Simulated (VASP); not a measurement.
# AlNi (Pm-3m) in VASP: notebook

AlNi is run at these levels: PBE; tasks: single point.

Program: VASP 6.6.1. These are calculated values, not measurements. Logs are shortened: lines on timing, memory, paths and dates and some standing lists are left out, and cuts for length are marked.

### 1 The cell of the first run

Symmetry: Pm-3m, No. 221, cubic system. The conventional cell has a = 2.881 Å, b = 2.881 Å, c = 2.881 Å, α = 90.00°, β = 90.00°, γ = 90.00°. Within 3.3 Å of Ni (site symmetry m-3m) lie 8 Al at 2.50 Å and 6 Ni at 2.88 Å. Within 3.3 Å of Al (site symmetry m-3m) lie 8 Ni at 2.50 Å and 6 Al at 2.88 Å.

### 2 Single point, PBE, collinear spin, ferromagnetic start

INCAR

```
SYSTEM = AlNi
PREC = Accurate
ENCUT = 520
EDIFF = 1E-6
ISMEAR = 0
SIGMA = 0.017
LREAL = .False.
LASPH = .True.
NELM = 150
ALGO = Fast
ISIF = 2
LWAVE = .False.
LCHARG = .False.
ISPIN = 2
MAGMOM = 1 0
LORBIT = 11
LMAXMIX = 4
GGA = PE
NBANDS = 18
```

KPOINTS

```
Automatic mesh
0
Gamma
  9 9 9
  0 0 0
```

POSCAR

```
AlNi
1.0
    2.8810000000      0.0000000000      0.0000000000
    0.0000000000      2.8810000000      0.0000000000
    0.0000000000      0.0000000000      2.8810000000
Ni Al
1 1
Direct
    0.5000000000      0.5000000000      0.5000000000
    0.0000000000      0.0000000000      0.0000000000
```

Potentials or basis: VASP PAW PBE potentials, release 64 (Ni, Al).

Run with:

```sh
$ cat potpaw_PBE.64/Ni/POTCAR potpaw_PBE.64/Al/POTCAR > POTCAR
$ mpirun -np 1 vasp_std > vasp.out
```

OUTCAR:

```text
SYSTEM = AlNi
   PREC = Accurate
   ENCUT = 520
   EDIFF = 1E-6
   ISMEAR = 0
   LREAL = .False.
   LASPH = .True.
   NELM = 150
   ISIF = 2
   ISPIN = 2
   LORBIT = 11
   GGA = PE

 ion  position               nearest neighbor table
   1  0.500  0.500  0.500-   2 2.50   2 2.50   2 2.50   2 2.50   2 2.50   2 2.50   2 2.50   2 2.50

   2  0.000  0.000  0.000-   1 2.50   1 2.50   1 2.50   1 2.50   1 2.50   1 2.50   1 2.50   1 2.50

  LATTYP: Found a simple cubic cell.
 ALAT       =     2.8810000000

  Lattice vectors:

 A1 = (   2.8810000000,   0.0000000000,   0.0000000000)
 A2 = (   0.0000000000,   2.8810000000,   0.0000000000)
 A3 = (   0.0000000000,   0.0000000000,   2.8810000000)

Analysis of symmetry for initial positions (statically):
=====================================================================
 Subroutine PRICEL returns:
 Original cell was already a primitive cell.

 Routine SETGRP: Setting up the symmetry group for a
 simple cubic supercell.

 Subroutine GETGRP returns: Found 48 space group operations
 (whereof 48 operations were pure point group operations)
 out of a pool of 48 trial point group operations.

The static configuration has the point symmetry O_h .

Analysis of symmetry for dynamics (positions and initial velocities):
=====================================================================
 Subroutine PRICEL returns:
 Original cell was already a primitive cell.

 Routine SETGRP: Setting up the symmetry group for a
 simple cubic supercell.

 Subroutine GETGRP returns: Found 48 space group operations
 (whereof 48 operations were pure point group operations)
 out of a pool of 48 trial point group operations.

The dynamic configuration has the point symmetry O_h .

Analysis of structural, dynamic, and magnetic symmetry:
=====================================================================
 Subroutine PRICEL returns:
 Original cell was already a primitive cell.

 Routine SETGRP: Setting up the symmetry group for a
 simple cubic supercell.

 Subroutine GETGRP returns: Found 48 space group operations
 (whereof 48 operations were pure point group operations)
 out of a pool of 48 trial point group operations.

The overall configuration has the point symmetry O_h .

 Subroutine INISYM returns: Found 48 space group operations
 (whereof 48 operations are pure point group operations),
 and found     1 'primitive' translations

----------------------------------------------------------------------------------------

                                     Primitive cell

  volume of cell :      23.9128

  direct lattice vectors                    reciprocal lattice vectors
     2.881000000  0.000000000  0.000000000     0.347101701  0.000000000  0.000000000
     0.000000000  2.881000000  0.000000000     0.000000000  0.347101701  0.000000000
     0.000000000  0.000000000  2.881000000     0.000000000  0.000000000  0.347101701

  length of vectors
     2.881000000  2.881000000  2.881000000     0.347101701  0.347101701  0.347101701

  position of ions in fractional coordinates (direct lattice)
     0.500000000  0.500000000  0.500000000
     0.000000000  0.000000000  0.000000000

  ion indices of the primitive-cell ions
   primitive index   ion index
                 1           1
                 2           2

----------------------------------------------------------------------------------------

 KPOINTS: Automatic mesh

Automatic generation of k-mesh.
 Grid dimensions read from file:
 generate k-points for:    9    9    9

 Generating k-lattice:

  Cartesian coordinates                     Fractional coordinates (reciprocal lattice)
     0.038566856  0.000000000  0.000000000     0.111111111  0.000000000  0.000000000
     0.000000000  0.038566856  0.000000000     0.000000000  0.111111111  0.000000000
     0.000000000  0.000000000  0.038566856     0.000000000  0.000000000  0.111111111

  Length of vectors
     0.038566856  0.038566856  0.038566856

  Shift w.r.t. Gamma in fractional coordinates (k-lattice)
     0.000000000  0.000000000  0.000000000

 Subroutine IBZKPT returns following result:
 ===========================================

 Found     35 irreducible k-points:

 Following reciprocal coordinates:
            Coordinates               Weight
  0.000000  0.000000  0.000000      1.000000
  0.111111  0.000000  0.000000      6.000000
  0.222222  0.000000  0.000000      6.000000
  0.333333  0.000000  0.000000      6.000000
  0.444444  0.000000  0.000000      6.000000
  0.111111  0.111111  0.000000     12.000000
[... 16 lines left out ...]
  0.333333  0.333333  0.111111     24.000000
  0.444444  0.333333  0.111111     48.000000
 [... further k-points ...]
   k-points           NKPTS =     35   k-points in BZ     NKDIM =     35   number of bands    NBANDS=     18
   number of dos      NEDOS =    301   number of ions     NIONS =      2
   total plane-waves  NPLWV =  13824
   dimension x,y,z NGX =    24 NGY =   24 NGZ =   24
   dimension x,y,z NGXF=    48 NGYF=   48 NGZF=   48
   ions per type =               1   1
   NGX,Y,Z   is equivalent  to a cutoff of  13.85, 13.85, 13.85 a.u.
   NGXF,Y,Z  is equivalent  to a cutoff of  27.70, 27.70, 27.70 a.u.
 SYSTEM =  AlNi
   PREC   = accura    normal or accurate (medium, high low for compatibility)
   ISTART =      0    job   : 0-new  1-cont  2-samecut
   ICHARG =      2    charge: 1-file 2-atom 10-const
   ISPIN  =      2    spin polarized calculation?
   LNONCOLLINEAR =      F non collinear calculations
   LSORBIT =      F    spin-orbit coupling
   LASPH  =      T    aspherical Exc in radial PAW
   ENCUT  =  520.0 eV  38.22 Ry    6.18 a.u.   5.36  5.36  5.36*2*pi/ulx,y,z
   NELM   =    150;   NELMIN=  2; NELMDL= -5     # of ELM steps
   EDIFF  = 0.1E-05   stopping-criterion for ELM
   LREAL  =      F    real-space projection
   EDIFFG = 0.1E-04   stopping-criterion for IOM
   NSW    =      0    number of steps for IOM
   IBRION =     -1    ionic relax: 0-MD 1-quasi-New 2-CG
   NFREE  =      0    steps in history (QN), initial steepest desc. (CG)
   ISIF   =      2    stress and relaxation
   ISYM   =      2    0-nonsym 1-usesym 2-fastsym
   POTIM  = 0.5000    time-step for ionic-motion
   TEBEG  =    0.0;   TEEND  =   0.0 temperature during run
   PSTRESS=    0.0 pullay stress
   NELECT =      13.0000    total number of electrons
   NUPDOWN=      -1.0000    fix difference up-down
   EMIN   =  10.00;   EMAX   =-10.00  energy-range for DOS
   EFERMI =   0.00;   METHOD = LEGACY
   ISMEAR =     0;   SIGMA  =   0.02  broadening in eV -4-tet -1-fermi 0-gaus
   EFERMI_NEDOS =   21; number of points for ismear=-14 and -15
   IALGO  =     68    algorithm
   IMIX   =      4    mixing-type and parameters
     AMIX     =   0.40;   BMIX     =  1.00
     AMIX_MAG =   1.60;   BMIX_MAG =  1.00
  volume/ion in A,a.u.               =      11.96        80.69
  Fermi-wavevector in a.u.,A,eV,Ry     =   1.336122  2.524904 24.289410  1.785221
  Thomas-Fermi vector in A             =   2.464773
   LORBIT       =     11    0 simple, 1 ext, 2 COOP (PROOUT), +10 PAW based schemes
   GGA     = PE    functional components
   LHFCALC =     F    Hartree Fock is set to
   AEXX    =    0.0000 exact exchange contribution
   IVDW    =     0    specifies the selected vdW correction
   LEPSILON=     F    determine dielectric tensor
   LRPA    =     F    only Hartree local field effects (RPA)
 spin polarized calculation
 RMM-DIIS sequential band-by-band and
 Gauss-broadening in eV      SIGMA  =   0.02
  energy-cutoff  :      520.00
  volume of cell :       23.91
 maximum number of plane-waves:       656
 NGX is ok and might be reduce to    24
   NGX = 11   NGY = 11   NGZ = 11

 number of electron      13.0000015 magnetization      -0.0017323

 number of electron      13.0000015 magnetization       0.0001621

 Free energy of the ion-electron system (eV)
  ---------------------------------------------------
  ext. energy  EPLUGINS =         0.00000000
  ---------------------------------------------------
  free energy    TOTEN  =       -10.53307253 eV

  energy without entropy =      -10.53303287  energy(sigma->0) =      -10.53305270

 E-fermi :  10.0468     XC(G=0): -12.0490

 val. band max:        9.9609538332   @ k =   0.3333   0.3333   0.0000
 cond. band min:      10.0710924043   @ k =   0.3333   0.1111   0.1111
 fundamental gap:      0.1101385712
 Fermi energy:        10.0467578632

 spin component 1

 k-point     1 :       0.0000    0.0000    0.0000
  band No.  band energies     occupation
      1      -1.1119      1.00000
      2       6.7884      1.00000
      3       6.7884      1.00000
      4       8.4710      1.00000
      5       8.4710      1.00000
      6       8.4710      1.00000
[... 10 lines left out ...]
     17      33.3681      0.00000
     18      33.3682      0.00000
[... 463 lines left out ...]
 k-point    24 :       0.4444    0.3333    0.1111
  band No.  band energies     occupation
      1       3.9907      1.00000
      2       5.5886      1.00000
      3       7.0141      1.00000
      4       7.5359      1.00000
      5       8.0972      1.00000
      6       8.2448      1.00000
[... 10 lines left out ...]
     17      32.6025      0.00000
     18      36.4952      0.00000

 [... further k-points ...]

 spin component 2

 k-point     1 :       0.0000    0.0000    0.0000
  band No.  band energies     occupation
      1      -1.1119      1.00000
      2       6.7887      1.00000
      3       6.7887      1.00000
      4       8.4713      1.00000
      5       8.4713      1.00000
      6       8.4713      1.00000
[... 10 lines left out ...]
     17      33.3681      0.00000
     18      33.3682      0.00000
[... 463 lines left out ...]
 k-point    24 :       0.4444    0.3333    0.1111
  band No.  band energies     occupation
      1       3.9907      1.00000
      2       5.5887      1.00000
      3       7.0143      1.00000
      4       7.5362      1.00000
      5       8.0975      1.00000
      6       8.2450      1.00000
[... 10 lines left out ...]
     17      32.6025      0.00000
     18      36.4636      0.00000

 [... further k-points ...]
[... 5 lines left out ...]
  --------------------------------------------------------------------------------------
  -------------------------------------------------------------------------------------
  Total        0.2768785      0.2768785      0.2768785     -0.0000000      0.0000000     -0.0000000
  in kB       18.5511150     18.5511150     18.5511150     -0.0000000      0.0000000     -0.0000000
  external PRESSURE =      18.5511150 kB  Pullay stress =       0.0000000 kB

 VOLUME and BASIS-vectors are now :
 -----------------------------------------------------------------------------
  energy-cutoff  :      520.00
  volume of cell :       23.91
      direct lattice vectors                 reciprocal lattice vectors
     2.881000000  0.000000000  0.000000000     0.347101701  0.000000000  0.000000000
     0.000000000  2.881000000  0.000000000     0.000000000  0.347101701  0.000000000
     0.000000000  0.000000000  2.881000000     0.000000000  0.000000000  0.347101701

 POSITION                                       TOTAL-FORCE (eV/Angst)
 -----------------------------------------------------------------------------------
      1.44050      1.44050      1.44050         0.000000      0.000000      0.000000
      0.00000      0.00000      0.00000         0.000000      0.000000      0.000000
 -----------------------------------------------------------------------------------
    total drift:                                0.000000      0.000000     -0.000000

  FREE ENERGIE OF THE ION-ELECTRON SYSTEM (eV)
  ---------------------------------------------------
  free  energy   TOTEN  =       -10.5330725338 eV

  energy  without entropy=      -10.5330328653  energy(sigma->0) =      -10.53305270

 total charge

# of ion       s       p       d       tot
------------------------------------------
    1        0.475   0.518   8.471   9.464
    2        0.384   0.413   0.000   0.797
--------------------------------------------------
tot          0.859   0.931   8.471  10.261

 magnetization (x)

# of ion       s       p       d       tot
------------------------------------------
    1        0.000  -0.000   0.000   0.000
    2        0.000  -0.000   0.000   0.000
--------------------------------------------------
tot          0.000  -0.000   0.000   0.000
```

Run time: 39 s. Hardware: 1 thread of Intel Xeon 8259CL, shared host; peak memory 0.16 GiB.

What came out:

| Item | Value |
| --- | --- |
| Free energy | -10.5331 eV |
| Pressure | 1.9 GPa |
| Net moment | 0.00 μB per cell |
| Valence electrons inside the program's atomic spheres | Ni 9.46; Al 0.80 |

### 3 Single point, PBE, collinear spin, ferromagnetic start

INCAR

```
SYSTEM = AlNi
ALGO = Normal ; EDIFF = 1E-7
ENCUT = 520 ; GGA = PE
ISIF = 2 ; ISMEAR = 0
ISPIN = 2 ; LASPH = .True.
LCHARG = .False. ; LMAXMIX = 4
LORBIT = 11 ; LREAL = .False.
LWAVE = .False. ; MAGMOM = 1 0
NBANDS = 18 ; NELM = 150
PREC = Accurate ; SIGMA = 0.019000000000000003
```

KPOINTS

```
k-points
0
Gamma
  9 9 9
  0 0 0
```

POSCAR is that of step 2.

Potentials or basis: VASP PAW PBE potentials, release 64 (Ni, Al).

Run with:

```sh
$ cat potpaw_PBE.64/Ni/POTCAR potpaw_PBE.64/Al/POTCAR > POTCAR
$ mpirun -np 1 vasp_std > vasp.out
```

Wall time 51 s (1 thread of Intel Xeon 8259CL, shared host); peak memory 0.16 GiB.

It converged, with:

```
Free energy                                           : -10.5331 eV
Pressure                                              : 1.9 GPa
Net moment                                            : 0.00 μB per cell
Valence electrons inside the program's atomic spheres : Ni 9.46; Al 0.80
```

Levels at points of the mesh, in eV from the Fermi level:
Spin up:
| k point | band 3 | band 4 | band 5 | band 6 | band 7 | band 8 | band 9 | band 10 |
| --- | --- | --- | --- | --- | --- | --- | --- | --- |
| (0.00, 0.00, 0.00) | -3.26 | -1.57 | -1.57 | -1.57 | 5.48 | 5.48 | 5.48 | 8.10 |
Spin down:
```csv
k point,band 3,band 4,band 5,band 6,band 7,band 8,band 9,band 10
"(0.00, 0.00, 0.00)",-3.26,-1.57,-1.57,-1.57,5.48,5.48,5.48,8.10
```

### 4 Single point, PBE, collinear spin, ferromagnetic start

INCAR

```
PREC     = Accurate       # precision mode
ENCUT    = 520            # plane-wave cutoff, eV
EDIFF    = 1E-6           # SCF threshold, eV
ISMEAR   = 0              # smearing method
SIGMA    = 0.020999999999999998 # smearing width, eV
LREAL    = F              # projectors in reciprocal space
LASPH    = T              # aspherical terms in the spheres
NELM     = 150            # most SCF steps
ALGO     = Normal         # electronic algorithm
ISIF     = 2              # what is computed and relaxed
LWAVE    = F              # write WAVECAR
LCHARG   = F              # write CHGCAR
ISPIN    = 2              # spin polarisation
MAGMOM   = 1 0            # initial moments
LORBIT   = 11             # projections on sites
LMAXMIX  = 4              # l up to which the mixer works
GGA      = PE             # functional
NBANDS   = 18             # bands
```

KPOINTS

```
Automatic mesh
0
Gamma
  9 9 9
```

POSCAR is that of step 3.

Potentials or basis: VASP PAW PBE potentials, release 64 (Ni, Al).

Run with:

```sh
$ cat potpaw_PBE.64/Ni/POTCAR potpaw_PBE.64/Al/POTCAR > POTCAR
$ mpirun -np 1 vasp_std > vasp.out
```

OUTCAR:

```text
PREC = Accurate
   ENCUT = 520
   EDIFF = 1E-6
   ISMEAR = 0
   LREAL = F
   LASPH = T
   NELM = 150
   ISIF = 2
   ISPIN = 2
   LORBIT = 11
   GGA = PE

 ion  position               nearest neighbor table
   1  0.500  0.500  0.500-   2 2.50   2 2.50   2 2.50   2 2.50   2 2.50   2 2.50   2 2.50   2 2.50

   2  0.000  0.000  0.000-   1 2.50   1 2.50   1 2.50   1 2.50   1 2.50   1 2.50   1 2.50   1 2.50

  LATTYP: Found a simple cubic cell.
 ALAT       =     2.8810000000

  Lattice vectors:

 A1 = (   2.8810000000,   0.0000000000,   0.0000000000)
 A2 = (   0.0000000000,   2.8810000000,   0.0000000000)
 A3 = (   0.0000000000,   0.0000000000,   2.8810000000)

Analysis of symmetry for initial positions (statically):
=====================================================================
 Subroutine PRICEL returns:
 Original cell was already a primitive cell.

 Routine SETGRP: Setting up the symmetry group for a
 simple cubic supercell.

 Subroutine GETGRP returns: Found 48 space group operations
 (whereof 48 operations were pure point group operations)
[... 694 lines left out ...]
 [... further k-points ...]

 spin component 2

 k-point     1 :       0.0000    0.0000    0.0000
  band No.  band energies     occupation
      1      -1.1119      1.00000
      2       6.7885      1.00000
      3       6.7885      1.00000
      4       8.4711      1.00000
      5       8.4711      1.00000
      6       8.4711      1.00000
[... 493 lines left out ...]
     17      32.6026      0.00000
     18      36.4540      0.00000

 [... further k-points ...]
[... 5 lines left out ...]
  --------------------------------------------------------------------------------------
  -------------------------------------------------------------------------------------
  Total        0.2842317      0.2842317      0.2842317      0.0000000     -0.0000000     -0.0000000
  in kB       19.0437846     19.0437846     19.0437846      0.0000000     -0.0000000     -0.0000000
  external PRESSURE =      19.0437846 kB  Pullay stress =       0.0000000 kB

 VOLUME and BASIS-vectors are now :
 -----------------------------------------------------------------------------
  energy-cutoff  :      520.00
  volume of cell :       23.91
      direct lattice vectors                 reciprocal lattice vectors
     2.881000000  0.000000000  0.000000000     0.347101701  0.000000000  0.000000000
     0.000000000  2.881000000  0.000000000     0.000000000  0.347101701  0.000000000
     0.000000000  0.000000000  2.881000000     0.000000000  0.000000000  0.347101701

 POSITION                                       TOTAL-FORCE (eV/Angst)
 -----------------------------------------------------------------------------------
      1.44050      1.44050      1.44050         0.000000      0.000000      0.000000
      0.00000      0.00000      0.00000         0.000000      0.000000      0.000000
 -----------------------------------------------------------------------------------
    total drift:                                0.000000      0.000000     -0.000000

  FREE ENERGIE OF THE ION-ELECTRON SYSTEM (eV)
  ---------------------------------------------------
  free  energy   TOTEN  =       -10.5330819939 eV

  energy  without entropy=      -10.5330329878  energy(sigma->0) =      -10.53305749

 total charge

# of ion       s       p       d       tot
------------------------------------------
    1        0.475   0.518   8.471   9.464
    2        0.384   0.413   0.000   0.797
--------------------------------------------------
tot          0.859   0.931   8.471  10.261

 magnetization (x)

# of ion       s       p       d       tot
------------------------------------------
    1        0.000  -0.000   0.000   0.000
    2        0.000   0.000   0.000   0.000
--------------------------------------------------
tot          0.000   0.000   0.000   0.000
```

Wall time 44 s (1 thread of Intel Xeon 8259CL, shared host); peak memory 0.16 GiB.

Results:

| Property | Result |
| --- | --- |
| Free energy | -10.5331 eV |
| Pressure | 1.9 GPa |
| Net moment | 0.00 μB per cell |
| Valence electrons inside the program's atomic spheres | Ni 9.46; Al 0.80 |

Levels at points of the mesh, in eV from the Fermi level:
Spin up:
```
           k point  band 3  band 4  band 5  band 6  band 7  band 8  band 9  band 10
(0.00, 0.00, 0.00)   -3.25   -1.57   -1.57   -1.57    5.48    5.48    5.48     8.11
```
Spin down:
```tsv
k point	band 4	band 5	band 6	band 7	band 8	band 9
(0.00, 0.00, 0.00)	-1.57	-1.57	-1.57	5.48	5.48	5.48
```

[end of part 1 of 2]
